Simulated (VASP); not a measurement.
# KCdF3 (P4mm) in VASP: further runs

The runs below take KCdF3 through single point, with LDA.

Program: VASP 6.6.1. These are calculated values, not measurements. Logs are shortened: lines on timing, memory, paths and dates and some standing lists are left out, and cuts for length are marked.

### Step 1. The cell of the first run

Symmetry: P4mm, No. 99, tetragonal system. Conventional cell: a = 4.382 Å, b = 4.382 Å, c = 4.382 Å, α = 90.00°, β = 90.00°, γ = 90.00°. Within 4.0 Å of K (site symmetry 4mm) lie 12 F at 3.03 to 3.17 Å and 8 Cd at 3.80 Å. Cd (site symmetry 4mm) has 6 F at 2.09 to 2.29 Å within 2.8 Å. Within 2.8 Å of F (site symmetry 4mm) lie 2 Cd at 2.09 to 2.29 Å. F (site symmetry 2mm) has 2 Cd at 2.19 Å within 2.9 Å.

### Step 2. Single point, LDA

INCAR

```
SYSTEM = KCdF3
ALGO = Normal
EDIFF = 1E-7
ENCUT = 520
ISIF = 2
ISMEAR = 0
LASPH = .TRUE.
LCHARG = .FALSE.
LREAL = .FALSE.
LWAVE = .FALSE.
NBANDS = 29
NELM = 60
PREC = Accurate
SIGMA = 0.05
```

KPOINTS

```
k-points
0
G
  6 6 6
  0 0 0
```

POSCAR

```
KCdF3
1.0
    4.3820890200      0.0000000000      0.0000000000
    0.0000000000      4.3820890200      0.0000000000
    0.0000000000      0.0000000000      4.3820890200
K Cd F
1 1 3
Direct
    0.0000000000      0.0000000000      0.0000000000
    0.5000000000      0.5000000000      0.5000000000
    0.0228201663      0.5000000000      0.5000000000
    0.5228201663      0.0000000000      0.5000000000
    0.5228201663      0.5000000000      0.0000000000
```

Potentials or basis: VASP PAW LDA potentials, release 64 (K_sv, Cd, F).

Launch:

```console
$ cat potpaw_LDA.64/K_sv/POTCAR potpaw_LDA.64/Cd/POTCAR potpaw_LDA.64/F/POTCAR > POTCAR
$ mpirun -np 1 vasp_std > vasp.out
```

OUTCAR:

```text
SYSTEM = KCdF3
   EDIFF = 1E-7
   ENCUT = 520
   ISIF = 2
   ISMEAR = 0
   LASPH = .TRUE.
   LREAL = .FALSE.
   NELM = 60
   PREC = Accurate

 ion  position               nearest neighbor table
   1  0.000  0.000  0.000-   2 3.80   2 3.80   2 3.80   2 3.80   2 3.80   2 3.80   2 3.80   2 3.80

   2  0.500  0.500  0.500-   3 2.09   4 2.19   5 2.19   5 2.19   4 2.19   3 2.29   1 3.80   1 3.80
                             1 3.80   1 3.80   1 3.80   1 3.80   1 3.80   1 3.80
   3  0.023  0.500  0.500-   2 2.09   2 2.29
   4  0.523  0.000  0.500-   2 2.19   2 2.19
   5  0.523  0.500  0.000-   2 2.19   2 2.19

  LATTYP: Found a simple cubic cell.
 ALAT       =     4.3820890200

  Lattice vectors:

 A1 = (   4.3820890200,   0.0000000000,   0.0000000000)
 A2 = (   0.0000000000,   4.3820890200,   0.0000000000)
 A3 = (   0.0000000000,   0.0000000000,   4.3820890200)

Analysis of symmetry for initial positions (statically):
=====================================================================
 Subroutine PRICEL returns:
 Original cell was already a primitive cell.

 Routine SETGRP: Setting up the symmetry group for a
 simple cubic supercell.

 Subroutine GETGRP returns: Found  8 space group operations
 (whereof  8 operations were pure point group operations)
 out of a pool of 48 trial point group operations.

The static configuration has the point symmetry C_4v.

Analysis of symmetry for dynamics (positions and initial velocities):
=====================================================================
 Subroutine PRICEL returns:
 Original cell was already a primitive cell.

 Routine SETGRP: Setting up the symmetry group for a
 simple cubic supercell.

 Subroutine GETGRP returns: Found  8 space group operations
 (whereof  8 operations were pure point group operations)
 out of a pool of 48 trial point group operations.

The dynamic configuration has the point symmetry C_4v.

 Subroutine INISYM returns: Found  8 space group operations
 (whereof  8 operations are pure point group operations),
 and found     1 'primitive' translations

----------------------------------------------------------------------------------------

                                     Primitive cell

  volume of cell :      84.1480
[... 93 lines left out ...]
   ENCUT  =  520.0 eV  38.22 Ry    6.18 a.u.   8.15  8.15  8.15*2*pi/ulx,y,z
   NELM   =     60;   NELMIN=  2; NELMDL= -5     # of ELM steps
   EDIFF  = 0.1E-06   stopping-criterion for ELM
   LREAL  =      F    real-space projection
   EDIFFG = 0.1E-05   stopping-criterion for IOM
   NSW    =      0    number of steps for IOM
   IBRION =     -1    ionic relax: 0-MD 1-quasi-New 2-CG
   NFREE  =      0    steps in history (QN), initial steepest desc. (CG)
   ISIF   =      2    stress and relaxation
   ISYM   =      2    0-nonsym 1-usesym 2-fastsym
   POTIM  = 0.5000    time-step for ionic-motion
   TEBEG  =    0.0;   TEEND  =   0.0 temperature during run
   PSTRESS=    0.0 pullay stress
   NELECT =      42.0000    total number of electrons
   NUPDOWN=      -1.0000    fix difference up-down
   EMIN   =  10.00;   EMAX   =-10.00  energy-range for DOS
   EFERMI =   0.00;   METHOD = LEGACY
   ISMEAR =     0;   SIGMA  =   0.05  broadening in eV -4-tet -1-fermi 0-gaus
   EFERMI_NEDOS =   21; number of points for ismear=-14 and -15
   IALGO  =     38    algorithm
   IMIX   =      4    mixing-type and parameters
     AMIX     =   0.40;   BMIX     =  1.00
     AMIX_MAG =   1.60;   BMIX_MAG =  1.00
  volume/ion in A,a.u.               =      16.83       113.57
  Fermi-wavevector in a.u.,A,eV,Ry     =   1.298604  2.454006 22.944488  1.686372
  Thomas-Fermi vector in A             =   2.429922
   LORBIT       =      0    0 simple, 1 ext, 2 COOP (PROOUT), +10 PAW based schemes
   GGA     = CA    functional components
   LHFCALC =     F    Hartree Fock is set to
   AEXX    =    0.0000 exact exchange contribution
   IVDW    =     0    specifies the selected vdW correction
   LEPSILON=     F    determine dielectric tensor
   LRPA    =     F    only Hartree local field effects (RPA)
 non-spin polarized calculation
 Gauss-broadening in eV      SIGMA  =   0.05
  energy-cutoff  :      520.00
  volume of cell :       84.15
 maximum number of plane-waves:      2301
 NGX is ok and might be reduce to    36
   NGX = 17   NGY = 17   NGZ = 17

 number of electron      41.9999978 magnetization

 Free energy of the ion-electron system (eV)
  ---------------------------------------------------
  ext. energy  EPLUGINS =         0.00000000
  ---------------------------------------------------
  free energy    TOTEN  =       -21.61147868 eV

  energy without entropy =      -21.61147868  energy(sigma->0) =      -21.61147868

 E-fermi :  -1.5444     XC(G=0):  -9.7039

 val. band max:       -1.8260144836   @ k =   0.5000   0.5000   0.5000
 cond. band min:       0.9803243400   @ k =   0.0000   0.0000   0.0000
 fundamental gap:      2.8063388235
 Fermi energy:        -1.5444006234

 k-point     1 :       0.0000    0.0000    0.0000
  band No.  band energies     occupation
      1     -29.0169      2.00000
      2     -22.4456      2.00000
      3     -22.1393      2.00000
      4     -22.0992      2.00000
      5     -12.7179      2.00000
      6     -12.7179      2.00000
[... 757 lines left out ...]
     28       8.4945      0.00000
     29       9.7389      0.00000

 [... further k-points ...]

------------------------ aborting loop because EDIFF is reached ----------------------------------------

  FORCE on cell =-STRESS in cart. coord.  units (eV):
  Direction    XX          YY          ZZ          XY          YZ          ZX
  --------------------------------------------------------------------------------------
  -------------------------------------------------------------------------------------
  Total       -0.8499692     -1.5359708     -1.5359708      0.0000000     -0.0000000      0.0000000
  in kB      -16.1834162    -29.2448874    -29.2448874      0.0000000     -0.0000000      0.0000000
  external PRESSURE =     -24.8910637 kB  Pullay stress =       0.0000000 kB

 VOLUME and BASIS-vectors are now :
 -----------------------------------------------------------------------------
  energy-cutoff  :      520.00
  volume of cell :       84.15
      direct lattice vectors                 reciprocal lattice vectors
     4.382089020  0.000000000  0.000000000     0.228201663  0.000000000  0.000000000
     0.000000000  4.382089020  0.000000000     0.000000000  0.228201663  0.000000000
     0.000000000  0.000000000  4.382089020     0.000000000  0.000000000  0.228201663

 POSITION                                       TOTAL-FORCE (eV/Angst)
 -----------------------------------------------------------------------------------
      0.00000      0.00000      0.00000        -0.074056     -0.000000      0.000000
      2.19104      2.19104      2.19104         0.992771     -0.000000      0.000000
      0.10000      2.19104      2.19104        -1.018196     -0.000000      0.000000
      2.29104      0.00000      2.19104         0.049740     -0.000000     -0.000000
      2.29104      2.19104      0.00000         0.049740      0.000000     -0.000000
 -----------------------------------------------------------------------------------
    total drift:                               -0.002274      0.000000      0.000002

  FREE ENERGIE OF THE ION-ELECTRON SYSTEM (eV)
  ---------------------------------------------------
  free  energy   TOTEN  =       -21.6114786787 eV

  energy  without entropy=      -21.6114786787  energy(sigma->0) =      -21.61147868
```

OSZICAR:

```text
N       E                     dE             d eps       ncg     rms          rms(c)
DAV:   1     0.362064744555E+03    0.36206E+03   -0.22967E+04  2320   0.143E+03
DAV:   2    -0.112699597409E+01   -0.36319E+03   -0.35001E+03  2635   0.394E+02
DAV:   3    -0.235347476292E+02   -0.22408E+02   -0.22298E+02  2887   0.990E+01
DAV:   4    -0.240988823101E+02   -0.56413E+00   -0.56303E+00  3704   0.132E+01
DAV:   5    -0.241017078827E+02   -0.28256E-02   -0.28253E-02  2744   0.862E-01    0.132E+01
DAV:   6    -0.216903617892E+02    0.24113E+01   -0.81985E+00  3179   0.332E+01    0.970E+00
DAV:   7    -0.216727060727E+02    0.17656E-01   -0.96375E-01  2609   0.724E+00    0.596E+00
DAV:   8    -0.216279028153E+02    0.44803E-01   -0.28418E-01  2599   0.378E+00    0.963E-01
DAV:   9    -0.216109907250E+02    0.16912E-01   -0.67634E-02  2854   0.209E+00    0.139E-01
DAV:  10    -0.216114426371E+02   -0.45191E-03   -0.47888E-03  2813   0.613E-01    0.127E-01
DAV:  11    -0.216114991713E+02   -0.56534E-04   -0.21677E-04  3267   0.130E-01    0.713E-02
DAV:  12    -0.216114785761E+02    0.20595E-04   -0.15096E-04  2573   0.951E-02    0.196E-02
DAV:  13    -0.216114786556E+02   -0.79523E-07   -0.45902E-06  2948   0.209E-02    0.735E-03
DAV:  14    -0.216114786787E+02   -0.23061E-07   -0.30116E-07  2415   0.603E-03
   1 F= -.21611479E+02 E0= -.21611479E+02  d E =-.123422E-16
```

Wall time 2.2 min (1 thread of Intel Xeon 8259CL, shared host); peak memory 0.23 GiB.

Results:

```
Free energy            : -21.6115 eV
Pressure               : -2.5 GPa
Largest force          : 1.018 eV/Å
Band gap on the k mesh : 2.81 eV (least direct gap 4.54 eV)
```

Forces in eV/Å, atoms in the order of the input:
```
K   -0.074  0.000  0.000
Cd   0.993  0.000  0.000
F   -1.018  0.000  0.000
F    0.050  0.000  0.000
F    0.050  0.000  0.000
```

Stress tensor (GPa, compression positive):
```
-1.62  0.00  0.00
 0.00 -2.92  0.00
 0.00  0.00 -2.92
```

Levels at points of the mesh, in eV from the valence-band top:
```tsv
k point	band 19	band 20	band 21	band 22	band 23	band 24
(0.00, 0.00, 0.00)	-1.77	-1.77	-1.73	2.81	8.00	8.00
(0.50, 0.00, 0.00)	-1.71	-1.64	-1.64	5.38	6.65	8.75
(0.00, 0.50, 0.00)	-1.75	-1.63	-1.63	5.39	6.64	8.74
(0.50, 0.50, 0.00)	-1.69	-1.45	0.00	6.75	8.33	8.37
(0.00, 0.50, 0.50)	-1.69	-1.43	-0.02	6.76	8.36	8.36
(0.50, 0.50, 0.50)	-1.42	-0.02	0.00	7.47	7.47	7.50
```

Caveat: the cell differs from its parent crystal (all F atoms moved -0.100 Å, as atom 3 towards its neighbour atom 2 (Cd) at 2.191 Å); forces of over 1 eV/Å act on the atoms, so gaps and moduli don't describe the material at rest. A k mesh can miss the band edges.

### Step 3. Single point, LDA

INCAR

```
SYSTEM = KCdF3
  PREC = Accurate
  ENCUT = 520
  EDIFF = 1E-6
  ISMEAR = 0
  SIGMA = 0.05
  LREAL = .False.
  LASPH = .True.
  NELM = 100
  ALGO = Normal
  ISIF = 2
  LWAVE = .False.
  LCHARG = .False.
  GGA = CA
  NBANDS = 29
```

KPOINTS

```
Automatic mesh
0
Gamma
  6 6 6
  0 0 0
```

POSCAR

```
KCdF3
1.0
    4.3820890200      0.0000000000      0.0000000000
    0.0000000000      4.3820890200      0.0000000000
    0.0000000000      0.0000000000      4.3820890200
K Cd F
1 1 3
Direct
    0.0000000000      0.0000000000      0.0000000000
    0.5000000000      0.5000000000      0.5000000000
   -0.0114100831      0.5000000000      0.5000000000
    0.4885899169      0.0000000000      0.5000000000
    0.4885899169      0.5000000000      0.0000000000
```

Potentials or basis: VASP PAW LDA potentials, release 64 (K_sv, Cd, F).

Launch:

```console
$ cat potpaw_LDA.64/K_sv/POTCAR potpaw_LDA.64/Cd/POTCAR potpaw_LDA.64/F/POTCAR > POTCAR
$ mpirun -np 1 vasp_std > vasp.out
```

It took 2.2 min on 1 thread of Intel Xeon 8259CL, shared host; peak memory 0.23 GiB.

It converged, with:

- Free energy: -21.6450 eV
- Pressure: -2.8 GPa
- Largest force: 0.487 eV/Å
- Band gap on the k mesh: 2.80 eV (least direct gap 4.57 eV)

Forces in eV/Å, atoms in the order of the input:
```
K    0.037  0.000  0.000
Cd  -0.474  0.000  0.000
F    0.487  0.000  0.000
F   -0.025  0.000  0.000
F   -0.025  0.000  0.000
```

Stress tensor (GPa, compression positive):
```
-2.57  0.00  0.00
 0.00 -2.89  0.00
 0.00  0.00 -2.89
```

Levels at points of the mesh, in eV from the valence-band top:
| k point | band 19 | band 20 | band 21 | band 22 | band 23 | band 24 |
| --- | --- | --- | --- | --- | --- | --- |
| (0.00, 0.00, 0.00) | -1.78 | -1.78 | -1.77 | 2.80 | 7.99 | 7.99 |
| (0.50, 0.00, 0.00) | -1.75 | -1.64 | -1.64 | 5.39 | 6.65 | 8.74 |
| (0.00, 0.50, 0.00) | -1.76 | -1.64 | -1.64 | 5.39 | 6.64 | 8.74 |
| (0.50, 0.50, 0.00) | -1.69 | -1.44 | 0.00 | 6.76 | 8.36 | 8.37 |
| (0.00, 0.50, 0.50) | -1.69 | -1.44 | -0.01 | 6.76 | 8.36 | 8.36 |
| (0.50, 0.50, 0.50) | -1.42 | 0.00 | 0.00 | 7.47 | 7.47 | 7.47 |

Caveat: the cell differs from its parent crystal (all F atoms moved +0.050 Å, as atom 3 towards its neighbour atom 2 (Cd) at 2.191 Å).

### Step 4. Single point, LDA

INCAR

```
PREC     = Accurate       # precision mode
ENCUT    = 520            # plane-wave cutoff, eV
EDIFF    = 1E-7           # SCF threshold, eV
ISMEAR   = 0              # smearing method
SIGMA    = 0.05           # smearing width, eV
LREAL    = False          # projectors in reciprocal space
LASPH    = True           # aspherical terms in the spheres
NELM     = 80             # most SCF steps
ALGO     = Normal         # electronic algorithm
ISIF     = 2              # what is computed and relaxed
LWAVE    = False          # write WAVECAR
LCHARG   = False          # write CHGCAR
GGA      = CA             # functional
NBANDS   = 29             # bands
```

KPOINTS

```
Automatic mesh
0
Gamma
  6 6 6
```

POSCAR

```
KCdF3
1.0
    4.3820890200      0.0000000000      0.0000000000
    0.0000000000      4.3820890200      0.0000000000
    0.0000000000      0.0000000000      4.3820890200
K Cd F
1 1 3
Direct
    0.0000000000      0.0000000000      0.0000000000
    0.5000000000      0.5000000000      0.5000000000
   -0.0171151247      0.5000000000      0.5000000000
    0.4828848753      0.0000000000      0.5000000000
    0.4828848753      0.5000000000      0.0000000000
```

Launch:

```console
$ cat potpaw_LDA.64/K_sv/POTCAR potpaw_LDA.64/Cd/POTCAR potpaw_LDA.64/F/POTCAR > POTCAR
$ mpirun -np 1 vasp_std > vasp.out
```

Run time: 2.2 min. Hardware: 1 thread of Intel Xeon 8259CL, shared host; peak memory 0.23 GiB.

Results (log left out):

```yaml
Free_energy: -21.6312 eV
Pressure: -2.7 GPa
Largest_force: 0.744 eV/Å
Band_gap_on_the_k_mesh: 2.80 eV (least direct gap 4.56 eV)
```

Forces in eV/Å, atoms in the order of the input:
```
K    0.057  0.000  0.000
Cd  -0.724  0.000  0.000
F    0.744  0.000  0.000
F   -0.038  0.000  0.000
F   -0.038  0.000  0.000
```

Stress tensor (GPa, compression positive):
```
-2.17  0.00  0.00
 0.00 -2.90  0.00
 0.00  0.00 -2.90
```

Levels at points of the mesh, in eV from the valence-band top:
```csv
k point,band 18,band 19,band 20,band 21,band 22,band 23,band 24,band 25
"(0.00, 0.00, 0.00)",-1.84,-1.78,-1.78,-1.76,2.80,7.99,8.00,8.31
"(0.50, 0.00, 0.00)",-1.85,-1.73,-1.64,-1.64,5.39,6.65,8.74,9.81
"(0.00, 0.50, 0.00)",-1.84,-1.76,-1.64,-1.63,5.39,6.64,8.74,9.76
"(0.50, 0.50, 0.00)",-1.70,-1.69,-1.44,0.00,6.76,8.35,8.37,8.61
"(0.00, 0.50, 0.50)",-1.69,-1.69,-1.43,-0.01,6.76,8.36,8.36,8.59
"(0.50, 0.50, 0.50)",-1.43,-1.42,-0.01,0.00,7.47,7.47,7.48,8.65
```

Caveat: the cell differs from its parent crystal (all F atoms moved +0.075 Å, as atom 3 towards its neighbour atom 2 (Cd) at 2.191 Å). A k mesh can miss the band edges.

### Step 5. The runs side by side

```tsv
cell	gap on the mesh (eV)	pressure (GPa)	largest force (eV/Å)
as given, atomic positions A	2.81	-2.5	1.02
as given, atomic positions B	2.80	-2.8	0.49
as given, atomic positions C	2.80	-2.7	0.74
```

Alike in all rows: task single point; level LDA; potentials or basis VASP PAW LDA potentials, release 64 (K_sv, Cd, F); no spin polarisation; k mesh 6 × 6 × 6; cutoff (eV) 520; smearing gaussian 0.05 eV.

Caveats: forces of over 1 eV/Å act on the atoms, so gaps and moduli don't describe the material at rest (at least some runs).

Absolute energies hang on the potentials; compare differences alone.
